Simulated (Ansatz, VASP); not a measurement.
One calculation of Te2Mo, two programs

Contents of INCAR:

```
ALGO = Normal
DIPOL = 0.5 0.5 0.500
EDIFF = 1E-6
ENCUT = 520
GGA = PE
IDIPOL = 3
ISIF = 2
ISMEAR = 0
IVDW = 12
LASPH = True
LCHARG = False
LDIPOL = True
LREAL = False
LWAVE = False
NBANDS = 20
NELM = 60
PREC = Accurate
SIGMA = 0.02
```

The input KPOINTS:

```
k-points
0
Gamma
  9 9 1
```

POSCAR

```
Te2Mo
1.0
    3.5040000000      0.0000000000      0.0000000000
   -1.7520000000      3.0345530149      0.0000000000
    0.0000000000      0.0000000000     33.2698832047
Te Mo
2 1
Direct
    0.3333333333      0.6666666667      0.4453860421
    0.3333333333      0.6666666667      0.5546139579
    0.6666666667      0.3333333333      0.5000000000
```

Input for Ansatz:

```yaml
crystal:
  lattice:
    - [3.504, 0.0, 0.0]
    - [-1.752, 3.0345530149, 0.0]
    - [0.0, 0.0, 33.2698832047]
  atoms:
    - { symbol: Te, position: [0.3333333333, 0.6666666667, 0.4453860421] }
    - { symbol: Mo, position: [0.6666666667, 0.3333333333, 0.5] }
    - { symbol: Te, position: [0.3333333333, 0.6666666667, 0.5546139579] }
  periodic: [true, true, false]
basis:
  ecutwfc: 420
kpoints:
  mp_grid: { grid: [9, 9, 1] }
hamiltonian:
  xc: pbe
  pseudopotentials: { kind: paw, azcp: { folder: soft_1 } }
  dispersion: d3bj
scf:
  occupations: { method: gaussian, width: 0.02 }
output:
  forces: true
  stress: true
  eigenvalues: true
```

Alike in both runs: task single point; functional PBE; dispersion D3(BJ); k mesh 9 × 9 × 1; occupations gaussian, width 0.02 eV; no spin polarisation.

|  | VASP | Ansatz |
| --- | --- | --- |
| version | VASP 6.6.1 | Ansatz 0.2.0 |
| potentials or method | VASP PAW PBE potentials, release 64 (Te, Mo_sv), cutoff 520 eV | scalar-relativistic, plane waves, PAW |
| valence electrons in the cell | 26 | 46 |

```csv
,VASP,Ansatz,Ansatz less VASP
gap on the k mesh at the Fermi level (eV),1.19,1.19,+0.001
least direct gap on the mesh (eV),1.19,1.19,+0.001
rms of the force components (eV/Å),0.006,0.001,-0.0049
```

VASP's potentials hold 26 valence electrons a cell and Ansatz's 46, so a difference there can come from the potentials and not from the codes.

Neither program's run includes spin-orbit coupling.
